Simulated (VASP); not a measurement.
# LiLa2Zn2 in VASP: relaxation of the atoms with PBEsol

Aim: the relaxation of the atoms of LiLa2Zn2 with PBEsol.

Program: VASP 6.6.1. These are calculated values, not measurements. Logs are shortened: lines on timing, memory, paths and dates and some standing lists are left out, and cuts for length are marked.

## Step 1: The cell of the first run

The cell holds a slab with vacuum, 5 atoms: a = 3.689 Å, b = 3.689 Å, c = 24.534 Å, α = 90.00°, β = 90.00°, γ = 90.00°.

## Step 2: Relaxation of the atoms, PBEsol

File INCAR:

```
PREC = Accurate
ENCUT = 520
EDIFF = 1E-6
ISMEAR = 0
SIGMA = 0.1
LREAL = False
LASPH = True
NELM = 60
ALGO = Normal
ISIF = 2
LWAVE = False
LCHARG = False
LDIPOL = True
IDIPOL = 3
DIPOL = 0.5 0.5 0.508
GGA = PS
IBRION = 2
NSW = 45
EDIFFG = -0.02
```

File KPOINTS:

```
Automatic mesh
0
Gamma
  8 8 1
```

File POSCAR:

```
LiLa2Zn2
1.0
    3.6891764175      0.0000000000      0.0000000000
    0.0000000000      3.6891764175      0.0000000000
    0.0000000000      0.0000000000     24.5337646262
Zn La Li
2 2 1
Selective dynamics
Direct
    0.5000000000      0.5000000000      0.3464613006  F F F
    0.5000000000      0.5000000000      0.4988848226  F F F
    0.0000000000      0.0000000000      0.4216469982  F F F
    0.0000000000      0.0000000000      0.5674736583  F F F
    0.0000000000      0.0000000000      0.7044277724  F F T
```

Potentials or basis: VASP PAW PBE potentials, release 64 (Zn, La, Li_sv).

Started as:

```bash
$ cat potpaw_PBE.64/Zn/POTCAR potpaw_PBE.64/La/POTCAR potpaw_PBE.64/Li_sv/POTCAR > POTCAR
$ mpirun -np 1 vasp_std > vasp.out
```

OUTCAR:

```text
PREC = Accurate
   ENCUT = 520
   EDIFF = 1E-6
   ISMEAR = 0
   LREAL = False
   LASPH = True
   NELM = 60
   ISIF = 2
   GGA = PS
   IBRION = 2
   NSW = 45
   EDIFFG = -0.02

 ion  position               nearest neighbor table
   1  0.500  0.500  0.346-   3 3.19   3 3.19   3 3.19   3 3.19
   2  0.500  0.500  0.499-   4 3.10   4 3.10   4 3.10   4 3.10   3 3.22   3 3.22   3 3.22   3 3.22

   3  0.000  0.000  0.422-   1 3.19   1 3.19   1 3.19   1 3.19   2 3.22   2 3.22   2 3.22   2 3.22
                             4 3.58
   4  0.000  0.000  0.567-   2 3.10   2 3.10   2 3.10   2 3.10   3 3.58
   5  0.000  0.000  0.704-

  LATTYP: Found a simple tetragonal cell.
 ALAT       =     3.6891764175
 C/A-ratio  =     6.6502009798

  Lattice vectors:

 A1 = (   3.6891764175,   0.0000000000,   0.0000000000)
 A2 = (   0.0000000000,   3.6891764175,   0.0000000000)
 A3 = (   0.0000000000,   0.0000000000,  24.5337646262)

Analysis of symmetry for initial positions (statically):
=====================================================================
 Subroutine PRICEL returns:
 Original cell was already a primitive cell.

 Routine SETGRP: Setting up the symmetry group for a
 simple tetragonal supercell.

 Subroutine GETGRP returns: Found  8 space group operations
 (whereof  8 operations were pure point group operations)
 out of a pool of 16 trial point group operations.

The static configuration has the point symmetry C_4v.

Analysis of symmetry for dynamics (positions and initial velocities):
=====================================================================
 Subroutine PRICEL returns:
 Original cell was already a primitive cell.

 Routine SETGRP: Setting up the symmetry group for a
 simple tetragonal supercell.

 Subroutine GETGRP returns: Found  8 space group operations
 (whereof  8 operations were pure point group operations)
 out of a pool of 16 trial point group operations.

The dynamic configuration has the point symmetry C_4v.

Analysis of constrained symmetry for selective dynamics:
=====================================================================
 Subroutine PRICEL returns:
 Original cell was already a primitive cell.

 Routine SETGRP: Setting up the symmetry group for a
 simple tetragonal supercell.

 Subroutine GETGRP returns: Found  8 space group operations
 (whereof  8 operations were pure point group operations)
 out of a pool of 16 trial point group operations.

The constrained configuration has the point symmetry C_4v.

 Subroutine INISYM returns: Found  8 space group operations
 (whereof  8 operations are pure point group operations),
 and found     1 'primitive' translations

----------------------------------------------------------------------------------------

                                     Primitive cell

  volume of cell :     333.9051

  direct lattice vectors                    reciprocal lattice vectors
     3.689176418  0.000000000  0.000000000     0.271063209  0.000000000  0.000000000
     0.000000000  3.689176418  0.000000000     0.000000000  0.271063209  0.000000000
     0.000000000  0.000000000 24.533764626     0.000000000  0.000000000  0.040760153

  length of vectors
     3.689176418  3.689176418 24.533764626     0.271063209  0.271063209  0.040760153

  position of ions in fractional coordinates (direct lattice)
     0.500000000  0.500000000  0.346461301
     0.500000000  0.500000000  0.498884823
     0.000000000  0.000000000  0.421646998
     0.000000000  0.000000000  0.567473658
     0.000000000  0.000000000  0.704427772

  ion indices of the primitive-cell ions
   primitive index   ion index
                 1           1
                 2           2
                 3           3
                 4           4
                 5           5

----------------------------------------------------------------------------------------

 KPOINTS: Automatic mesh

Automatic generation of k-mesh.
 Grid dimensions read from file:
 generate k-points for:    8    8    1

 Generating k-lattice:

  Cartesian coordinates                     Fractional coordinates (reciprocal lattice)
     0.033882901  0.000000000  0.000000000     0.125000000  0.000000000  0.000000000
     0.000000000  0.033882901  0.000000000     0.000000000  0.125000000  0.000000000
     0.000000000  0.000000000  0.040760153     0.000000000  0.000000000  1.000000000

  Length of vectors
     0.033882901  0.033882901  0.040760153

  Shift w.r.t. Gamma in fractional coordinates (k-lattice)
     0.000000000  0.000000000  0.000000000

 Subroutine IBZKPT returns following result:
 ===========================================

 Found     15 irreducible k-points:

 Following reciprocal coordinates:
            Coordinates               Weight
  0.000000  0.000000  0.000000      1.000000
  0.125000  0.000000  0.000000      4.000000
  0.250000  0.000000  0.000000      4.000000
  0.375000  0.000000  0.000000      4.000000
  0.500000  0.000000  0.000000      2.000000
  0.125000  0.125000  0.000000      4.000000
  0.250000  0.125000  0.000000      8.000000
  0.375000  0.125000  0.000000      8.000000
  0.500000  0.125000  0.000000      4.000000
  0.250000  0.250000  0.000000      4.000000
  0.375000  0.250000  0.000000      8.000000
  0.500000  0.250000  0.000000      4.000000
  0.375000  0.375000  0.000000      4.000000
  0.500000  0.375000  0.000000      4.000000
  0.500000  0.500000  0.000000      1.000000
   k-points           NKPTS =     15   k-points in BZ     NKDIM =     15   number of bands    NBANDS=     29
   number of dos      NEDOS =    301   number of ions     NIONS =      5
   total plane-waves  NPLWV = 150528
   dimension x,y,z NGX =    28 NGY =   28 NGZ =  192
   dimension x,y,z NGXF=    56 NGYF=   56 NGZF=  384
   ions per type =               2   2   1
   NGX,Y,Z   is equivalent  to a cutoff of  12.62, 12.62, 13.01 a.u.
   NGXF,Y,Z  is equivalent  to a cutoff of  25.24, 25.24, 26.02 a.u.
 SYSTEM =  unknown system
   PREC   = accura    normal or accurate (medium, high low for compatibility)
   ISTART =      0    job   : 0-new  1-cont  2-samecut
   ICHARG =      2    charge: 1-file 2-atom 10-const
   ISPIN  =      1    spin polarized calculation?
   LNONCOLLINEAR =      F non collinear calculations
   LSORBIT =      F    spin-orbit coupling
   LASPH  =      T    aspherical Exc in radial PAW
   ENCUT  =  520.0 eV  38.22 Ry    6.18 a.u.   6.86  6.86 45.62*2*pi/ulx,y,z
   NELM   =     60;   NELMIN=  2; NELMDL= -5     # of ELM steps
   EDIFF  = 0.1E-05   stopping-criterion for ELM
   LREAL  =      F    real-space projection
   EDIFFG = -.2E-01   stopping-criterion for IOM
   NSW    =     45    number of steps for IOM
   IBRION =      2    ionic relax: 0-MD 1-quasi-New 2-CG
   NFREE  =      1    steps in history (QN), initial steepest desc. (CG)
   ISIF   =      2    stress and relaxation
   ISYM   =      2    0-nonsym 1-usesym 2-fastsym
   POTIM  = 0.5000    time-step for ionic-motion
   TEBEG  =    0.0;   TEEND  =   0.0 temperature during run
   PSTRESS=    0.0 pullay stress
   NELECT =      49.0000    total number of electrons
   NUPDOWN=      -1.0000    fix difference up-down
   EMIN   =  10.00;   EMAX   =-10.00  energy-range for DOS
   EFERMI =   0.00;   METHOD = LEGACY
   ISMEAR =     0;   SIGMA  =   0.10  broadening in eV -4-tet -1-fermi 0-gaus
   EFERMI_NEDOS =   21; number of points for ismear=-14 and -15
   IALGO  =     38    algorithm
   IMIX   =      4    mixing-type and parameters
     AMIX     =   0.40;   BMIX     =  1.00
     AMIX_MAG =   1.60;   BMIX_MAG =  1.00
  volume/ion in A,a.u.               =      66.78       450.66
  Fermi-wavevector in a.u.,A,eV,Ry     =   0.863507  1.631792 10.145106  0.745644
  Thomas-Fermi vector in A             =   1.981467
   LORBIT       =      0    0 simple, 1 ext, 2 COOP (PROOUT), +10 PAW based schemes
   GGA     = PS    functional components
   LHFCALC =     F    Hartree Fock is set to
   AEXX    =    0.0000 exact exchange contribution
   IVDW    =     0    specifies the selected vdW correction
   LEPSILON=     F    determine dielectric tensor
   LRPA    =     F    only Hartree local field effects (RPA)
 conjugate gradient relaxation of ions
 non-spin polarized calculation
 Gauss-broadening in eV      SIGMA  =   0.10
  energy-cutoff  :      520.00
  volume of cell :      333.91
 maximum number of plane-waves:      9068
 NGX is ok and might be reduce to    28
   NGX = 13   NGY = 13   NGZ = 91

 dipolmoment           0.000000      0.000000      0.130208 electrons x Angstroem

--------------------------------------- Ionic step        1  -------------------------------------------

 number of electron      49.0000002 magnetization

 Free energy of the ion-electron system (eV)
  ---------------------------------------------------
  ext. energy  EPLUGINS =         0.00000000
  ---------------------------------------------------
  free energy    TOTEN  =       -14.72669601 eV

  energy without entropy =      -14.70661557  energy(sigma->0) =      -14.71665579

------------------------ aborting loop because EDIFF is reached ----------------------------------------

  FORCE on cell =-STRESS in cart. coord.  units (eV):
  Direction    XX          YY          ZZ          XY          YZ          ZX
  --------------------------------------------------------------------------------------
  -------------------------------------------------------------------------------------
  Total       -2.6557796     -2.6557796     -0.0877037      0.0000000      0.0000000      0.0000000
  in kB      -12.7432315    -12.7432315     -0.4208287      0.0000000      0.0000000      0.0000000
  external PRESSURE =      -8.6357639 kB  Pullay stress =       0.0000000 kB
[... 143 lines left out ...]
--------------------------------------- Ionic step        5  -------------------------------------------

 number of electron      49.0000004 magnetization

 dipolmoment           0.000000      0.000000     -0.106011 electrons x Angstroem

 Free energy of the ion-electron system (eV)
  ---------------------------------------------------
  ext. energy  EPLUGINS =         0.00000000
  ---------------------------------------------------
  free energy    TOTEN  =       -14.72826944 eV

  energy without entropy =      -14.70840441  energy(sigma->0) =      -14.71833692

 E-fermi :  -0.0657     XC(G=0):  -4.5398

 val. band max:       -0.1718995994   @ k =   0.0000   0.0000   0.0000
 cond. band min:      -0.0548695115   @ k =   0.5000   0.3750   0.0000
 fundamental gap:      0.1170300879
 Fermi energy:        -0.0657118477

 k-point     1 :       0.0000    0.0000    0.0000
  band No.  band energies     occupation
      1     -47.4143      2.00000
      2     -33.0306      2.00000
      3     -32.7861      2.00000
      4     -17.0563      2.00000
      5     -16.4161      2.00000
      6     -16.2705      2.00000
[... 469 lines left out ...]
     28       1.3760      0.00000
     29       1.3838      0.00000

------------------------ aborting loop because EDIFF is reached ----------------------------------------

 vacuum level on the upper side and lower side of the slab       (xc-potential included)        -0.697         0.682

  FORCE on cell =-STRESS in cart. coord.  units (eV):
  Direction    XX          YY          ZZ          XY          YZ          ZX
  --------------------------------------------------------------------------------------
  -------------------------------------------------------------------------------------
  Total       -2.6823776     -2.6823776      0.0834788      0.0000000     -0.0000000      0.0000000
  in kB      -12.8708569    -12.8708569      0.4005566      0.0000000     -0.0000000      0.0000000
  external PRESSURE =      -8.4470524 kB  Pullay stress =       0.0000000 kB
[... 20 lines left out ...]
  FREE ENERGIE OF THE ION-ELECTRON SYSTEM (eV)
  ---------------------------------------------------
  free  energy   TOTEN  =       -14.7282694361 eV

  energy  without entropy=      -14.7084044051  energy(sigma->0) =      -14.71833692

 reached required accuracy - stopping structural energy minimisation

 vacuum level on the upper side and lower side of the slab         2.598         4.006
```

It took 8.4 min on 1 thread of Intel Xeon Platinum 8488C (Sapphire Rapids), shared host; peak memory 0.5 GiB.

What came out:

```yaml
Free_energy: -14.7283 eV
Energy_gained_by_relaxing: 0.3 meV/atom
Ionic_steps: 5
Band_gap_on_the_k_mesh: zero (an odd number of electrons rules out a gap without spin polarisation)
```

Step by step:
```tsv
step	energy change (eV)	largest force on free atoms (eV/Å)	pressure (GPa)
1	0.0000	0.0518	-0.86
2	-0.0001	0.0499	-0.86
3	-0.0005	0.0434	-0.86
4	-0.0011	0.0309	-0.86
5	-0.0016	0.0016	-0.84
```

Final structure:
```xyz
5
Lattice="3.6892 0.0000 0.0000 0.0000 3.6892 0.0000 0.0000 0.0000 24.5338" Properties=species:S:1:pos:R:3 pbc="T T T"
Zn    1.8446    1.8446    8.5000
Zn    1.8446    1.8446   12.2395
La    0.0000    0.0000   10.3446
La    0.0000    0.0000   13.9223
Li    0.0000    0.0000   17.2273
```

Caveat: the cutoff is under 1.25 times the usual one of these potentials, so pressure, stress and relaxed cells hold a basis-set (Pulay) error; the PAW data sets were made with another functional, which shifts forces and pressure a little; spin-orbit coupling is left out, which moves the levels of the heavy elements.

The gap in the log of VASP goes by the Fermi energy; the results here count the filled bands.